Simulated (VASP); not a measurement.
Here is a VASP 6.6.1 calculation.

File INCAR:

```
ALGO = Normal
EDIFF = 1E-6
ENCUT = 520
GGA = PS
ISIF = 2
ISMEAR = -1
LASPH = True
LCHARG = False
LREAL = False
LWAVE = False
NBANDS = 64
NELM = 80
PREC = Accurate
SIGMA = 0.02
```

The input KPOINTS:

```
k-points
0
Gamma
  4 6 4
```

POSCAR

```
SnO2
1.0
    5.2311592266      0.0000000000      0.4245680999
    0.0000000000      4.7430897176      0.0000000000
   -0.4652313670      0.0000000000      5.7322789299
Sn O
4 8
Direct
    0.2499999170      0.4999998462      0.6664481091
    0.7500000830      0.9999998462      0.8335518909
    0.7500000830      0.5000001538      0.3335518909
    0.2499999170      0.0000001538      0.1664481091
    0.4222852162      0.7691082818      0.8944548406
    0.5777147838      0.2691082818      0.6055451594
    0.5777147838      0.2308917182      0.1055451594
    0.4222852162      0.7308917182      0.3944548406
    0.0777144935      0.2691086558      0.3944549440
    0.9222855065      0.7691086558      0.1055450560
    0.9222855065      0.7308913442      0.6055450560
    0.0777144935      0.2308913442      0.8944549440
```

Potentials or basis: VASP PAW PBE potentials, release 64 (Sn_d, O).

Run with:

```console
$ cat potpaw_PBE.64/Sn_d/POTCAR potpaw_PBE.64/O/POTCAR > POTCAR
$ mpirun -np 1 vasp_std > vasp.out
```

(1) Predict the band gap on the k mesh.

(2) Estimate the pressure.

(3) Predict the largest force.

Results:

(1) 1.25 eV, indirect (the least direct gap lies 0.5 meV higher).

(2) 0.6 GPa.

(3) 0.018 eV/Å.

Caveat: the PAW data sets were made with another functional, which shifts forces and pressure a little; spin-orbit coupling is left out, which moves the levels of the heavy elements.
